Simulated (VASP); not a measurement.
# Mg3NiS4 (P4/mmm) in VASP: notebook, part 2 of 3

VASP 6.6.1. Earlier steps stand in the parts before.

### 3 Single point, PBE (16.22 Å³/atom)

This run uses another cell than the first one, of 16.22 Å³/atom.

INCAR reads:

```
ALGO = Normal
EDIFF = 1E-6
ENCUT = 520
GGA = PE
ISIF = 2
ISMEAR = 0
LASPH = True
LCHARG = False
LREAL = False
LWAVE = False
NBANDS = 30
NELM = 80
PREC = Accurate
SIGMA = 0.1
```

KPOINTS reads:

```
k-points
0
Gamma
  10 10 4
```

POSCAR reads:

```
Mg3NiS4
1.0
    3.6003386094      0.0000000000      0.0000000000
    0.0000000000      3.6003386094      0.0000000000
    0.0000000000      0.0000000000     10.0127188352
Mg Ni S
3 1 4
Direct
    0.0000000000      0.0000000000      0.7571249603
    0.0000000000      0.0000000000      0.2428750397
    0.5000000000      0.5000000000      0.5000000000
    0.5000000000      0.5000000000      0.0000000000
    0.0000000000      0.0000000000      0.0000000000
    0.5000000000      0.5000000000      0.2342676780
    0.0000000000      0.0000000000      0.5000000000
    0.5000000000      0.5000000000      0.7657323220
```

Potentials or basis: VASP PAW PBE potentials, release 64 (Mg, Ni, S).

The run is started by

```console
> cat potpaw_PBE.64/Mg/POTCAR potpaw_PBE.64/Ni/POTCAR potpaw_PBE.64/S/POTCAR > POTCAR
> mpirun -np 1 vasp_std > vasp.out
```

OUTCAR:

```text
EDIFF = 1E-6
   ENCUT = 520
   GGA = PE
   ISIF = 2
   ISMEAR = 0
   LASPH = True
   LREAL = False
   NELM = 80
   PREC = Accurate

 ion  position               nearest neighbor table
   1  0.000  0.000  0.757-   5 2.43   8 2.55   8 2.55   8 2.55   8 2.55   7 2.57   3 3.62   3 3.62
                             3 3.62   3 3.62
   2  0.000  0.000  0.243-   5 2.43   6 2.55   6 2.55   6 2.55   6 2.55   7 2.57   3 3.62   3 3.62
                             3 3.62   3 3.62
   3  0.500  0.500  0.500-   7 2.55   7 2.55   7 2.55   7 2.55   8 2.66   6 2.66   2 3.62   2 3.62
                             1 3.62   2 3.62   1 3.62   1 3.62   2 3.62   1 3.62
   4  0.500  0.500  0.000-   6 2.35   8 2.35   5 2.55   5 2.55   5 2.55   5 2.55
   5  0.000  0.000  0.000-   1 2.43   2 2.43   4 2.55   4 2.55   4 2.55   4 2.55
   6  0.500  0.500  0.234-   4 2.35   2 2.55   2 2.55   2 2.55   2 2.55   3 2.66
   7  0.000  0.000  0.500-   3 2.55   3 2.55   3 2.55   3 2.55   1 2.57   2 2.57
   8  0.500  0.500  0.766-   4 2.35   1 2.55   1 2.55   1 2.55   1 2.55   3 2.66

  LATTYP: Found a simple tetragonal cell.
 ALAT       =     3.6003386094
 C/A-ratio  =     2.7810492072

  Lattice vectors:

 A1 = (   3.6003386094,   0.0000000000,   0.0000000000)
 A2 = (   0.0000000000,   3.6003386094,   0.0000000000)
 A3 = (   0.0000000000,   0.0000000000,  10.0127188352)

Analysis of symmetry for initial positions (statically):
=====================================================================
 Subroutine PRICEL returns:
 Original cell was already a primitive cell.

 Routine SETGRP: Setting up the symmetry group for a
 simple tetragonal supercell.

 Subroutine GETGRP returns: Found 16 space group operations
 (whereof 16 operations were pure point group operations)
 out of a pool of 16 trial point group operations.

The static configuration has the point symmetry D_4h.

Analysis of symmetry for dynamics (positions and initial velocities):
=====================================================================
 Subroutine PRICEL returns:
 Original cell was already a primitive cell.

 Routine SETGRP: Setting up the symmetry group for a
 simple tetragonal supercell.

 Subroutine GETGRP returns: Found 16 space group operations
 (whereof 16 operations were pure point group operations)
 out of a pool of 16 trial point group operations.

The dynamic configuration has the point symmetry D_4h.

 Subroutine INISYM returns: Found 16 space group operations
 (whereof 16 operations are pure point group operations),
 and found     1 'primitive' translations

----------------------------------------------------------------------------------------

                                     Primitive cell

  volume of cell :     129.7892

  direct lattice vectors                    reciprocal lattice vectors
     3.600338609  0.000000000  0.000000000     0.277751653  0.000000000  0.000000000
     0.000000000  3.600338609  0.000000000     0.000000000  0.277751653  0.000000000
     0.000000000  0.000000000 10.012718835     0.000000000  0.000000000  0.099872973

  length of vectors
     3.600338609  3.600338609 10.012718835     0.277751653  0.277751653  0.099872973

  position of ions in fractional coordinates (direct lattice)
     0.000000000  0.000000000  0.757124960
[... 52 lines left out ...]
  0.500000  0.000000  0.000000      2.000000
[... 16 lines left out ...]
  0.100000  0.000000  0.250000      8.000000
  0.200000  0.000000  0.250000      8.000000
 [... further k-points ...]
   k-points           NKPTS =     63   k-points in BZ     NKDIM =     63   number of bands    NBANDS=     30
   number of dos      NEDOS =    301   number of ions     NIONS =      8
   total plane-waves  NPLWV =  62720
   dimension x,y,z NGX =    28 NGY =   28 NGZ =   80
   dimension x,y,z NGXF=    56 NGYF=   56 NGZF=  160
   ions per type =               3   1   4
   NGX,Y,Z   is equivalent  to a cutoff of  12.93, 12.93, 13.28 a.u.
   NGXF,Y,Z  is equivalent  to a cutoff of  25.86, 25.86, 26.57 a.u.
 SYSTEM =  unknown system
   PREC   = accura    normal or accurate (medium, high low for compatibility)
   ISTART =      0    job   : 0-new  1-cont  2-samecut
   ICHARG =      2    charge: 1-file 2-atom 10-const
   ISPIN  =      1    spin polarized calculation?
   LNONCOLLINEAR =      F non collinear calculations
   LSORBIT =      F    spin-orbit coupling
   LASPH  =      T    aspherical Exc in radial PAW
   ENCUT  =  520.0 eV  38.22 Ry    6.18 a.u.   6.69  6.69 18.62*2*pi/ulx,y,z
   NELM   =     80;   NELMIN=  2; NELMDL= -5     # of ELM steps
   EDIFF  = 0.1E-05   stopping-criterion for ELM
   LREAL  =      F    real-space projection
   EDIFFG = 0.1E-04   stopping-criterion for IOM
   NSW    =      0    number of steps for IOM
   IBRION =     -1    ionic relax: 0-MD 1-quasi-New 2-CG
   NFREE  =      0    steps in history (QN), initial steepest desc. (CG)
   ISIF   =      2    stress and relaxation
   ISYM   =      2    0-nonsym 1-usesym 2-fastsym
   POTIM  = 0.5000    time-step for ionic-motion
   TEBEG  =    0.0;   TEEND  =   0.0 temperature during run
   PSTRESS=    0.0 pullay stress
   NELECT =      40.0000    total number of electrons
   NUPDOWN=      -1.0000    fix difference up-down
   EMIN   =  10.00;   EMAX   =-10.00  energy-range for DOS
   EFERMI =   0.00;   METHOD = LEGACY
   ISMEAR =     0;   SIGMA  =   0.10  broadening in eV -4-tet -1-fermi 0-gaus
   EFERMI_NEDOS =   21; number of points for ismear=-14 and -15
   IALGO  =     38    algorithm
   IMIX   =      4    mixing-type and parameters
     AMIX     =   0.40;   BMIX     =  1.00
     AMIX_MAG =   1.60;   BMIX_MAG =  1.00
  volume/ion in A,a.u.               =      16.22       109.48
  Fermi-wavevector in a.u.,A,eV,Ry     =   1.105814  2.089685 16.637526  1.222824
  Thomas-Fermi vector in A             =   2.242306
   LORBIT       =      0    0 simple, 1 ext, 2 COOP (PROOUT), +10 PAW based schemes
   GGA     = PE    functional components
   LHFCALC =     F    Hartree Fock is set to
   AEXX    =    0.0000 exact exchange contribution
   IVDW    =     0    specifies the selected vdW correction
   LEPSILON=     F    determine dielectric tensor
   LRPA    =     F    only Hartree local field effects (RPA)
 non-spin polarized calculation
 Gauss-broadening in eV      SIGMA  =   0.10
  energy-cutoff  :      520.00
  volume of cell :      129.79
 maximum number of plane-waves:      3536
 NGX is ok and might be reduce to    28
   NGX = 13   NGY = 13   NGZ = 37

 number of electron      40.0000001 magnetization

 Free energy of the ion-electron system (eV)
  ---------------------------------------------------
  ext. energy  EPLUGINS =         0.00000000
  ---------------------------------------------------
  free energy    TOTEN  =       -34.95308331 eV

  energy without entropy =      -34.94335023  energy(sigma->0) =      -34.94821677

 E-fermi :   5.9705     XC(G=0): -10.2337

 val. band max:        5.9401335726   @ k =   0.2000   0.0000   0.0000
 cond. band min:       5.9782443650   @ k =   0.4000   0.3000   0.5000
 fundamental gap:      0.0381107924
 Fermi energy:         5.9704594964

 k-point     1 :       0.0000    0.0000    0.0000
  band No.  band energies     occupation
      1      -8.5473      2.00000
      2      -7.7665      2.00000
      3      -7.6381      2.00000
      4      -6.4922      2.00000
      5       0.0752      2.00000
      6       1.3062      2.00000
[... 781 lines left out ...]
     29      12.7154      0.00000
     30      12.9728      0.00000

 [... further k-points ...]

------------------------ aborting loop because EDIFF is reached ----------------------------------------

  FORCE on cell =-STRESS in cart. coord.  units (eV):
  Direction    XX          YY          ZZ          XY          YZ          ZX
  --------------------------------------------------------------------------------------
  -------------------------------------------------------------------------------------
  Total        1.8937609      1.8937609      1.9806325      0.0000000      0.0000000     -0.0000000
  in kB       23.3774427     23.3774427     24.4498253      0.0000000      0.0000000     -0.0000000
  external PRESSURE =      23.7349035 kB  Pullay stress =       0.0000000 kB

 VOLUME and BASIS-vectors are now :
 -----------------------------------------------------------------------------
  energy-cutoff  :      520.00
  volume of cell :      129.79
      direct lattice vectors                 reciprocal lattice vectors
     3.600338609  0.000000000  0.000000000     0.277751653  0.000000000  0.000000000
     0.000000000  3.600338609  0.000000000     0.000000000  0.277751653  0.000000000
     0.000000000  0.000000000 10.012718835     0.000000000  0.000000000  0.099872973

 POSITION                                       TOTAL-FORCE (eV/Angst)
 -----------------------------------------------------------------------------------
      0.00000      0.00000      7.58088         0.000000     -0.000000      0.000584
      0.00000      0.00000      2.43184        -0.000000     -0.000000     -0.000584
      1.80017      1.80017      5.00636        -0.000000      0.000000      0.000000
      1.80017      1.80017      0.00000        -0.000000      0.000000      0.000000
      0.00000      0.00000      0.00000        -0.000000      0.000000      0.000000
      1.80017      1.80017      2.34566        -0.000000     -0.000000      0.027012
      0.00000      0.00000      5.00636        -0.000000      0.000000      0.000000
      1.80017      1.80017      7.66706        -0.000000      0.000000     -0.027012
 -----------------------------------------------------------------------------------
    total drift:                                0.000000      0.000000     -0.000000

  FREE ENERGIE OF THE ION-ELECTRON SYSTEM (eV)
  ---------------------------------------------------
  free  energy   TOTEN  =       -34.9530833058 eV

  energy  without entropy=      -34.9433502345  energy(sigma->0) =      -34.94821677
```

Wall time 5.7 min (1 thread of Intel Xeon Platinum 8259CL at 2.50GHz (Skylake/Cascade Lake), shared host); peak memory 0.38 GiB.

What came out:

```yaml
Free_energy: -34.9531 eV
Pressure: 2.4 GPa
Largest_force: 0.027 eV/Å
Band_gap_on_the_k_mesh: zero (bands 20 and 21 overlap by 1.58 eV)
```

Forces on the atoms (eV/Å):
```
Mg   0.000  0.000  0.001
Mg   0.000  0.000 -0.001
Mg   0.000  0.000  0.000
Ni   0.000  0.000  0.000
S    0.000  0.000  0.000
S    0.000  0.000  0.027
S    0.000  0.000  0.000
S    0.000  0.000 -0.027
```

Stress tensor (GPa, compression positive):
```
2.34 0.00 0.00
0.00 2.34 0.00
0.00 0.00 2.44
```

Levels at points of the mesh, in eV from the Fermi level:
| k point | band 16 | band 17 | band 18 | band 19 | band 20 | band 21 | band 22 | band 23 | band 24 | band 25 |
| --- | --- | --- | --- | --- | --- | --- | --- | --- | --- | --- |
| (0.00, 0.00, 0.00) | -1.42 | -1.15 | -1.15 | -1.01 | -1.01 | -0.81 | 1.47 | 2.91 | 3.07 | 4.14 |
| (0.50, 0.00, 0.00) | -2.01 | -1.08 | -0.96 | -0.89 | 0.66 | 1.13 | 3.34 | 3.36 | 4.43 | 4.59 |
| (0.50, 0.50, 0.00) | -2.90 | -1.49 | -1.49 | -1.14 | -1.01 | -0.92 | 1.30 | 1.77 | 3.47 | 3.47 |
| (0.00, 0.00, 0.50) | -1.51 | -1.31 | -1.31 | -0.90 | -0.90 | -0.59 | 2.06 | 2.32 | 3.08 | 3.83 |
| (0.50, 0.00, 0.50) | -2.06 | -1.08 | -0.97 | -0.90 | 0.26 | 1.13 | 3.90 | 4.15 | 4.28 | 4.65 |
| (0.50, 0.50, 0.50) | -3.27 | -1.38 | -1.38 | -1.06 | -1.01 | -0.92 | 2.07 | 2.81 | 2.89 | 3.33 |

Caveat: the run has no spin polarisation, though such a crystal can be magnetic.

(Continued in part 3 of 3.)

The gap in the log of VASP goes by the Fermi energy; the results here count the filled bands.